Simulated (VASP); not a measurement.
# AlNi (Cmmm) in VASP: a series of runs

The runs below take AlNi through single point, with r2SCAN.

All numbers are computed with VASP 6.6.1; they aren't measurements. Logs are shortened: lines on timing, memory, paths and dates and some standing lists are left out, and cuts for length are marked.

**1. The cell of the first run**

Symmetry: Cmmm, No. 65, orthorhombic system. Conventional cell: a = 3.916 Å, b = 3.945 Å, c = 3.099 Å, α = 90.00°, β = 90.00°, γ = 90.00°. Within 3.3 Å of Al (site symmetry mmm) lie 8 Ni at 2.50 to 2.51 Å and 6 Al at 2.78 to 3.10 Å. Within 3.3 Å of Ni (site symmetry mmm) lie 8 Al at 2.50 to 2.51 Å and 6 Ni at 2.78 to 3.10 Å.

**2. Single point, r2SCAN (strain +0.0100 x Voigt [1, 1, 0, 0, 0, 0])**

Contents of POSCAR:

```
AlNi
1.0
    1.9580809400     -1.9727220515      0.0000000000
    1.9580809400      1.9727220515      0.0000000000
    0.0000000000      0.0000000000      3.0994300413
Al Ni
1 1
Direct
    0.0000000000      0.0000000000      0.0000000000
    0.5000000000      0.5000000000      0.5000000000
```

Contents of INCAR.step1:

```
SYSTEM = AlNi
PREC = Accurate
ENCUT = 520
ISMEAR = 0
SIGMA = 0.15
LREAL = .False.
LASPH = .True.
NELM = 100
NBANDS = 14
GGA = PE
ALGO = Normal
EDIFF = 1E-4
LWAVE = .True.
LCHARG = .False.
```

Contents of INCAR.step2:

```
SYSTEM = AlNi
PREC = Accurate
ENCUT = 520
EDIFF = 1E-7
ISMEAR = 0
SIGMA = 0.15
LREAL = .False.
LASPH = .True.
NELM = 100
ALGO = Normal
ISIF = 2
LWAVE = .False.
LCHARG = .True.
METAGGA = R2SCAN
LMIXTAU = .True.
LELF = .True.
LVHAR = .True.
NBANDS = 14
ISTART = 1
```

Contents of KPOINTS:

```
Automatic mesh
0
Gamma
  18 18 16
  0 0 0
```

Potentials or basis: VASP PAW PBE potentials, release 64 (Al, Ni).

On the command line:

```console
$ cat potpaw_PBE.64/Al/POTCAR potpaw_PBE.64/Ni/POTCAR > POTCAR
$ cp INCAR.step1 INCAR
$ mpirun -np 1 vasp_std > vasp.out
$ cp INCAR.step2 INCAR
$ mpirun -np 1 vasp_std > vasp.out
```

OUTCAR:

```text
SYSTEM = AlNi
   PREC = Accurate
   ENCUT = 520
   EDIFF = 1E-7
   ISMEAR = 0
   LREAL = .False.
   LASPH = .True.
   NELM = 100
   ISIF = 2
   METAGGA = R2SCAN
   ISTART = 1

 ion  position               nearest neighbor table
   1  0.000  0.000  0.000-   2 2.50   2 2.50   2 2.50   2 2.50   2 2.51   2 2.51   2 2.51   2 2.51

   2  0.500  0.500  0.500-   1 2.50   1 2.50   1 2.50   1 2.50   1 2.51   1 2.51   1 2.51   1 2.51

  LATTYP: Found a base centered orthorhombic cell.
 ALAT       =     3.9161618800
 B/A-ratio  =     1.0074772759
 C/A-ratio  =     0.7914458432

  Lattice vectors:

 A1 = (   1.9580809400,  -1.9727220515,   0.0000000000)
 A2 = (   1.9580809400,   1.9727220515,   0.0000000000)
 A3 = (   0.0000000000,   0.0000000000,   3.0994300413)

Analysis of symmetry for initial positions (statically):
=====================================================================
 Subroutine PRICEL returns:
 Original cell was already a primitive cell.

 Routine SETGRP: Setting up the symmetry group for a
 base centered orthorhombic supercell.

 Subroutine GETGRP returns: Found  8 space group operations
 (whereof  8 operations were pure point group operations)
 out of a pool of  8 trial point group operations.

The static configuration has the point symmetry D_2h.

Analysis of symmetry for dynamics (positions and initial velocities):
=====================================================================
 Subroutine PRICEL returns:
 Original cell was already a primitive cell.

 Routine SETGRP: Setting up the symmetry group for a
 base centered orthorhombic supercell.

 Subroutine GETGRP returns: Found  8 space group operations
 (whereof  8 operations were pure point group operations)
 out of a pool of  8 trial point group operations.

The dynamic configuration has the point symmetry D_2h.

 Subroutine INISYM returns: Found  8 space group operations
 (whereof  8 operations are pure point group operations),
 and found     1 'primitive' translations

----------------------------------------------------------------------------------------

                                     Primitive cell

  volume of cell :      23.9446

  direct lattice vectors                    reciprocal lattice vectors
     1.958080940 -1.972722051  0.000000000     0.255352059 -0.253456892  0.000000000
     1.958080940  1.972722051  0.000000000     0.255352059  0.253456892  0.000000000
     0.000000000  0.000000000  3.099430041     0.000000000  0.000000000  0.322639965

  length of vectors
     2.779516731  2.779516731  3.099430041     0.359784755  0.359784755  0.322639965

  position of ions in fractional coordinates (direct lattice)
     0.000000000  0.000000000  0.000000000
     0.500000000  0.500000000  0.500000000

  ion indices of the primitive-cell ions
   primitive index   ion index
                 1           1
                 2           2

----------------------------------------------------------------------------------------

 KPOINTS: Automatic mesh

Automatic generation of k-mesh.
 Grid dimensions read from file:
 generate k-points for:   18   18   16

 Generating k-lattice:

  Cartesian coordinates                     Fractional coordinates (reciprocal lattice)
     0.014186226 -0.014080938  0.000000000     0.055555556 -0.000000000  0.000000000
     0.014186226  0.014080938  0.000000000    -0.000000000  0.055555556  0.000000000
     0.000000000  0.000000000  0.020164998     0.000000000  0.000000000  0.062500000

  Length of vectors
     0.019988042  0.019988042  0.020164998

  Shift w.r.t. Gamma in fractional coordinates (k-lattice)
     0.000000000  0.000000000  0.000000000

 Subroutine IBZKPT returns following result:
 ===========================================

 Found    819 irreducible k-points:

 Following reciprocal coordinates:
            Coordinates               Weight
  0.000000  0.000000  0.000000      1.000000
  0.055556 -0.000000  0.000000      4.000000
  0.111111 -0.000000  0.000000      4.000000
  0.166667 -0.000000  0.000000      4.000000
  0.222222  0.000000  0.000000      4.000000
  0.277778 -0.000000  0.000000      4.000000
[... 16 lines left out ...]
 -0.277778  0.055556  0.000000      4.000000
 -0.222222  0.055556  0.000000      4.000000
 [... further k-points ...]
   k-points           NKPTS =    819   k-points in BZ     NKDIM =    819   number of bands    NBANDS=     14
   number of dos      NEDOS =    301   number of ions     NIONS =      2
   total plane-waves  NPLWV =  13824
   dimension x,y,z NGX =    24 NGY =   24 NGZ =   24
   dimension x,y,z NGXF=    48 NGYF=   48 NGZF=   48
   ions per type =               1   1
   NGX,Y,Z   is equivalent  to a cutoff of  14.35, 14.35, 12.87 a.u.
   NGXF,Y,Z  is equivalent  to a cutoff of  28.71, 28.71, 25.75 a.u.
 SYSTEM =  AlNi
   PREC   = accura    normal or accurate (medium, high low for compatibility)
   ISTART =      1    job   : 0-new  1-cont  2-samecut
   ICHARG =      0    charge: 1-file 2-atom 10-const
   ISPIN  =      1    spin polarized calculation?
   LNONCOLLINEAR =      F non collinear calculations
   LSORBIT =      F    spin-orbit coupling
   LASPH  =      T    aspherical Exc in radial PAW
   ENCUT  =  520.0 eV  38.22 Ry    6.18 a.u.   5.17  5.17  5.76*2*pi/ulx,y,z
   NELM   =    100;   NELMIN=  2; NELMDL=  0     # of ELM steps
   EDIFF  = 0.1E-06   stopping-criterion for ELM
   LREAL  =      F    real-space projection
   EDIFFG = 0.1E-05   stopping-criterion for IOM
   NSW    =      0    number of steps for IOM
   IBRION =     -1    ionic relax: 0-MD 1-quasi-New 2-CG
   NFREE  =      0    steps in history (QN), initial steepest desc. (CG)
   ISIF   =      2    stress and relaxation
   ISYM   =      2    0-nonsym 1-usesym 2-fastsym
   POTIM  = 0.5000    time-step for ionic-motion
   TEBEG  =    0.0;   TEEND  =   0.0 temperature during run
   PSTRESS=    0.0 pullay stress
   NELECT =      13.0000    total number of electrons
   NUPDOWN=      -1.0000    fix difference up-down
   EMIN   =  10.00;   EMAX   =-10.00  energy-range for DOS
   EFERMI =   0.00;   METHOD = LEGACY
   ISMEAR =     0;   SIGMA  =   0.15  broadening in eV -4-tet -1-fermi 0-gaus
   EFERMI_NEDOS =   21; number of points for ismear=-14 and -15
   IALGO  =     38    algorithm
   IMIX   =      4    mixing-type and parameters
     AMIX     =   0.40;   BMIX     =  1.00
     AMIX_MAG =   1.60;   BMIX_MAG =  1.00
  volume/ion in A,a.u.               =      11.97        80.79
  Fermi-wavevector in a.u.,A,eV,Ry     =   1.335528  2.523783 24.267846  1.783636
  Thomas-Fermi vector in A             =   2.464226
   LORBIT       =      0    0 simple, 1 ext, 2 COOP (PROOUT), +10 PAW based schemes
   METAGGA = R2SCAN    functional components
   LHFCALC =     F    Hartree Fock is set to
   AEXX    =    0.0000 exact exchange contribution
   IVDW    =     0    specifies the selected vdW correction
   LEPSILON=     F    determine dielectric tensor
   LRPA    =     F    only Hartree local field effects (RPA)
 non-spin polarized calculation
 Gauss-broadening in eV      SIGMA  =   0.15
  energy-cutoff  :      520.00
  volume of cell :       23.94
 maximum number of plane-waves:       658
 NGX is ok and might be reduce to    24
   NGX = 11   NGY = 11   NGZ = 11

 number of electron      12.9999998 magnetization

 Free energy of the ion-electron system (eV)
  ---------------------------------------------------
  ext. energy  EPLUGINS =         0.00000000
  ---------------------------------------------------
  free energy    TOTEN  =       -20.02855047 eV

  energy without entropy =      -20.01873600  energy(sigma->0) =      -20.02364324

 E-fermi :   9.8766     XC(G=0): -13.0062

 val. band max:        9.8731616617   @ k =  -0.3889   0.2778   0.0000
 cond. band min:       9.8793035134   @ k =  -0.4444   0.2778   0.2500
 fundamental gap:      0.0061418517
 Fermi energy:         9.8766257912

 k-point     1 :       0.0000    0.0000    0.0000
  band No.  band energies     occupation
      1      -1.8448      2.00000
      2       6.4202      2.00000
      3       6.5985      2.00000
      4       8.2076      2.00000
      5       8.2265      2.00000
      6       8.4440      2.00000
      7      13.1912      0.00000
      8      17.1620      0.00000
      9      17.2084      0.00000
     10      17.3239      0.00000
     11      18.7414      0.00000
     12      25.3390      0.00000
     13      31.1680      0.00000
     14      31.1830      0.00000

 k-point     2 :       0.0556   -0.0000    0.0000
  band No.  band energies     occupation
      1      -1.7806      2.00000
      2       6.4365      2.00000
      3       6.6033      2.00000
      4       8.1709      2.00000
      5       8.2225      2.00000
      6       8.4193      2.00000
      7      13.2893      0.00000
      8      16.1539      0.00000
      9      17.2634      0.00000
     10      17.4546      0.00000
     11      19.5200      0.00000
     12      25.6235      0.00000
     13      30.1834      0.00000
     14      31.1891      0.00000

 k-point     3 :       0.1111   -0.0000    0.0000
  band No.  band energies     occupation
      1      -1.5885      2.00000
      2       6.4792      2.00000
      3       6.6141      2.00000
      4       8.0509      2.00000
      5       8.2315      2.00000
      6       8.3495      2.00000
      7      13.5722      0.00000
      8      14.6874      0.00000
      9      17.4893      0.00000
     10      17.5137      0.00000
     11      20.5643      0.00000
     12      26.4806      0.00000
     13      28.6107      0.00000
     14      31.2288      0.00000
[... 324 lines left out ...]
 k-point    23 :      -0.2778    0.0556    0.0000
  band No.  band energies     occupation
      1      -0.2129      2.00000
      2       6.1758      2.00000
      3       6.8261      2.00000
      4       7.5178      2.00000
      5       7.9721      2.00000
      6       8.2525      2.00000
      7      10.9114      0.00000
      8      15.3385      0.00000
      9      17.3962      0.00000
     10      18.8564      0.00000
     11      23.1945      0.00000
     12      24.1093      0.00000
     13      26.3033      0.00000
     14      27.5995      0.00000

 k-point    24 :      -0.2222    0.0556    0.0000
  band No.  band energies     occupation
      1      -0.7705      2.00000
      2       6.4435      2.00000
      3       6.7248      2.00000
      4       7.6985      2.00000
      5       8.0914      2.00000
      6       8.2303      2.00000
      7      11.9798      0.00000
      8      14.6663      0.00000
      9      17.0742      0.00000
     10      18.4462      0.00000
     11      22.6559      0.00000
     12      25.5523      0.00000
     13      27.5546      0.00000
     14      28.8391      0.00000

 [... further k-points ...]

------------------------ aborting loop because EDIFF is reached ----------------------------------------

  FORCE on cell =-STRESS in cart. coord.  units (eV):
  Direction    XX          YY          ZZ          XY          YZ          ZX
  --------------------------------------------------------------------------------------
  -------------------------------------------------------------------------------------
  Total       -0.0211206     -0.2647702     -1.0782118      0.0000000      0.0000000      0.0000000
  in kB       -1.4132155    -17.7162275    -72.1450088      0.0000000      0.0000000      0.0000000
  external PRESSURE =     -30.4248173 kB  Pullay stress =       0.0000000 kB

 VOLUME and BASIS-vectors are now :
 -----------------------------------------------------------------------------
  energy-cutoff  :      520.00
  volume of cell :       23.94
      direct lattice vectors                 reciprocal lattice vectors
     1.958080940 -1.972722051  0.000000000     0.255352059 -0.253456892  0.000000000
     1.958080940  1.972722051  0.000000000     0.255352059  0.253456892  0.000000000
     0.000000000  0.000000000  3.099430041     0.000000000  0.000000000  0.322639965

 POSITION                                       TOTAL-FORCE (eV/Angst)
 -----------------------------------------------------------------------------------
      0.00000      0.00000      0.00000        -0.000000     -0.000000      0.000000
      1.95808      0.00000      1.54972         0.000000      0.000000      0.000000
 -----------------------------------------------------------------------------------
    total drift:                                0.000000     -0.000000     -0.000000

  FREE ENERGIE OF THE ION-ELECTRON SYSTEM (eV)
  ---------------------------------------------------
  free  energy   TOTEN  =       -20.0285504750 eV

  energy  without entropy=      -20.0187359966  energy(sigma->0) =      -20.02364324
```

Wall time 7.7 min (1 thread of Intel Xeon 8259CL, shared host); peak memory 0.39 GiB.

What came out:

```
Free energy            : -20.0286 eV
Pressure               : -3.0 GPa
Band gap on the k mesh : zero (an odd number of electrons rules out a gap without spin polarisation)
```

Levels at points of the mesh, in eV from the Fermi level:
```tsv
k point	band 3	band 4	band 5	band 6	band 7	band 8	band 9	band 10	band 11	band 12
(0.00, 0.00, 0.00)	-3.28	-1.67	-1.65	-1.43	3.31	7.29	7.33	7.45	8.86	15.46
(0.50, 0.00, 0.00)	-2.80	-2.74	-2.15	-1.54	-0.37	8.31	8.32	9.92	12.01	13.19
(0.50, 0.50, 0.00)	-2.62	-2.50	-2.44	-2.44	-0.84	2.23	3.36	11.59	14.26	14.32
(0.00, 0.00, 0.50)	-2.94	-2.13	-2.11	-1.39	-1.21	8.73	11.59	11.64	12.02	12.02
(0.50, 0.00, 0.50)	-3.56	-3.04	-2.07	-1.94	-1.21	1.39	2.34	14.33	16.12	17.00
(0.50, 0.50, 0.50)	-4.23	-1.19	-0.83	1.90	2.13	2.25	4.18	4.28	4.50	5.38
```

Caveat: the cell differs from its parent crystal (strain +0.0100 x Voigt [1, 1, 0, 0, 0, 0]); the stress differs along the axes, from -7 to -0 GPa; the PAW data sets were made with another functional, which shifts forces and pressure a little. Spin polarisation is off, so any magnetic state and its effect on volume and gap are missing.

[end of part 1 of 2]

The gap in the log of VASP goes by the Fermi energy; the results here count the filled bands.